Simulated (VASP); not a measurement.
A run of VASP 6.6.1:

Contents of INCAR:

```
SYSTEM = Cu
ALGO = Fast
EDIFF = 1E-6
ENCUT = 520
GGA = PE
ISIF = 2
ISMEAR = 0
LASPH = .TRUE.
LCHARG = .FALSE.
LREAL = .FALSE.
LWAVE = .FALSE.
NBANDS = 12
NELM = 80
PREC = Accurate
SIGMA = 0.15
```

KPOINTS

```
k-points
0
G
  24 24 24
  0 0 0
```

The input POSCAR:

```
Cu
1.0
    0.0000000000      2.0995326475      1.4270523405
    2.0995326475      0.0000000000      1.4270523405
    2.0995326475      2.0995326475      0.0000000000
Cu
1
Direct
    0.0000000000      0.0000000000      0.0000000000
```

Potentials or basis: VASP PAW PBE potentials, release 64 (Cu).

Run with:

```sh
$ cat potpaw_PBE.64/Cu/POTCAR > POTCAR
$ mpirun -np 1 vasp_std > vasp.out
```

Hardware: 1 thread of AMD EPYC 7R13 Processor (Zen 3) (shared host).

Task: Estimate the wall time of this run.

Result: It took 2.1 min on 1 thread of AMD EPYC 7R13 Processor (Zen 3), on a shared host, peak memory 0.23 GiB. Counts: scf iterations 13, k points 1063.
